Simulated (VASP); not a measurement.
K2IF, 4 atoms in the cell. Symmetry: R-3m, No. 166, trigonal system. The conventional cell has a = 4.393 Å, b = 4.393 Å, c = 22.515 Å, α = 90.00°, β = 90.00°, γ = 120.00°. F (site symmetry -3m) has 6 K at 2.91 Å within 3.8 Å. Within 4.6 Å of I (site symmetry -3m) lie 6 K at 3.45 Å and 6 I at 4.39 Å and 6 F at 4.53 Å. Within 3.9 Å of K (site symmetry 3m) lie 3 F at 2.91 Å and 3 I at 3.45 Å and 3 K at 3.80 Å. 

* Program: VASP 6.6.1
* Task: single point
* Functional: PBE
* Potentials or basis: VASP PAW PBE potentials, release 64 (F, I, K_sv)
* Cutoff: 520 eV
* k mesh: 6 × 6 × 6
* Occupations: gaussian, width 0.01 eV
* Spin: no spin polarisation
* Dipole correction: no
* Further INCAR settings: ALGO = Normal; EDIFF = 1e-06; NBANDS = 24

Potentials or basis: VASP PAW PBE potentials, release 64 (F, I, K_sv).

Launch:

```console
$ cat potpaw_PBE.64/F/POTCAR potpaw_PBE.64/I/POTCAR potpaw_PBE.64/K_sv/POTCAR > POTCAR
$ mpirun -np 1 vasp_std > vasp.out
```

Hardware: 1 thread of Intel(R) Xeon(R) 6975P-C (Granite Rapids), on a shared host.

Task: Estimate the wall time of this run.

Result: Run time: 3 min on 1 thread of Intel(R) Xeon(R) 6975P-C (Granite Rapids), on a shared host, peak memory 0.52 GiB. Counts: scf iterations 14, k points 32.
